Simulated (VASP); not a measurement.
Here is a VASP 6.6.1 calculation.

The input POSCAR:

```
Ni
1.0
    0.0000000000      1.7375729330      1.7375729330
    1.7375729330      0.0000000000      1.7375729330
    1.7375729330      1.7375729330      0.0000000000
Ni
1
Direct
    0.0000000000      0.0000000000      0.0000000000
```

INCAR.step1

```
PREC = Accurate
ENCUT = 600
EDIFF = 1E-5
ISMEAR = -1
SIGMA = 0.05
LREAL = False
LASPH = True
NELM = 150
ALGO = Normal
LWAVE = True
LCHARG = False
ISPIN = 2
MAGMOM = 1
LORBIT = 11
LMAXMIX = 4
GGA = PE
NBANDS = 15
```

The input INCAR.step2:

```
PREC = Accurate
ENCUT = 600
EDIFF = 1E-6
ISMEAR = -1
SIGMA = 0.05
LREAL = False
LASPH = True
NELM = 150
ALGO = Normal
ISIF = 3
LWAVE = False
LCHARG = False
ISPIN = 2
MAGMOM = 1
LORBIT = 11
LMAXMIX = 4
GGA = PS
LHFCALC = True
AEXX = 0.25
HFSCREEN = 0.207
PRECFOCK = Normal
IBRION = 2
NSW = 60
EDIFFG = -0.01
ISTART = 1
```

File KPOINTS:

```
Automatic mesh
0
Gamma
  7 7 7
```

Potentials or basis: VASP PAW PBE potentials, release 64 (Ni).

The run is started by

```console
$ cat potpaw_PBE.64/Ni/POTCAR > POTCAR
$ cp INCAR.step1 INCAR
$ mpirun -np 1 vasp_std > vasp.out
$ cp INCAR.step2 INCAR
$ mpirun -np 1 vasp_std > vasp.out
```

Task: Estimate the relaxed volume.

Result: 10.44 Å³/atom.

Task: Predict the relaxed cell.

Result: a = 2.453 Å, b = 2.453 Å, c = 2.453 Å, α = 60.00°, β = 60.00°, γ = 60.00°.

Task: What does it give for the net moment?

Result: 0.98 μB per cell.

Task: What does it give for the site moments?

Result: Ni +0.99 μB.

Step by step:
| step | energy change (eV) | largest force (eV/Å) | pressure (GPa) | volume (Å³) |
| --- | --- | --- | --- | --- |
| 1 | 0.0000 | 0.0000 | -0.76 | 10.49 |
| 2 | -0.0001 | 0.0000 | 0.68 | 10.42 |
| 3 | -0.0001 | 0.0000 | -0.10 | 10.44 |

Caveat: the k points lie up to 0.45 Å⁻¹ apart in the final cell; the PAW data sets were made with another functional, which shifts forces and pressure a little.
